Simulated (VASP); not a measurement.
Set up this calculation in VASP 6.6.1, as the native input.

| Property | Result |
| --- | --- |
| Task | relaxation of cell and atoms |
| Functional | PBEsol |
| Potentials or basis | VASP PAW PBE potentials, release 64 (Rh_pv) |
| Cutoff | 600 eV |
| k mesh | 12 × 12 × 4 |
| Occupations | gaussian, width 0.1 eV |
| Spin | no spin polarisation |
| Dipole correction | no |
| Further INCAR settings | ALGO = Normal; EDIFF = 1e-07; IBRION = 2; EDIFFG = -0.05; NSW = 100; ISIF = 3 |

The structure of Rh lies in POSCAR:

```
Rh
1.0
    2.7309790422      0.0000000000      0.0000000000
   -1.3654895211      2.3650972278      0.0000000000
    0.0000000000      0.0000000000      4.4284890000
Rh
2
Direct
    0.6666666700      0.3333333300      0.7500000000
    0.3333333300      0.6666666700      0.2500000000
```

One way to write it, as run:

INCAR

```
SYSTEM = Rh
PREC = Accurate
ENCUT = 600
EDIFF = 1E-7
ISMEAR = 0
SIGMA = 0.1
LREAL = .False.
LASPH = .True.
NELM = 60
ALGO = Normal
ISIF = 3
LWAVE = .False.
LCHARG = .False.
GGA = PS
IBRION = 2
NSW = 100
EDIFFG = -0.05
```

KPOINTS

```
Automatic mesh
0
Gamma
  12 12 4
  0 0 0
```

Potentials or basis: VASP PAW PBE potentials, release 64 (Rh_pv).

Launch:

```bash
$ cat potpaw_PBE.64/Rh_pv/POTCAR > POTCAR
$ mpirun -np 1 vasp_std > vasp.out
```

Results of the run:

```json
{"Relaxed volume": "13.53 Å³/atom", "Relaxed cell": "a = 2.682 Å, b = 2.682 Å, c = 4.343 Å, α = 90.00°, β = 90.00°, γ = 120.00°", "Space group after relaxing (to 0.05 Å)": "P6_3/mmc (No. 194)", "Energy gained by relaxing": "37.2 meV/atom", "Ionic steps": "4", "Pressure after relaxing": "-0.2 GPa", "Band gap on the k mesh": "zero (band 15 reaches 12.80 eV, above the bottom of band 16 at 10.30 eV)"}
```

Caveat: the PAW data sets were made with another functional, which shifts forces and pressure a little.

It took 51 s on 1 thread of AMD EPYC 9R45 (Zen 5), on a shared host, peak memory 0.15 GiB.
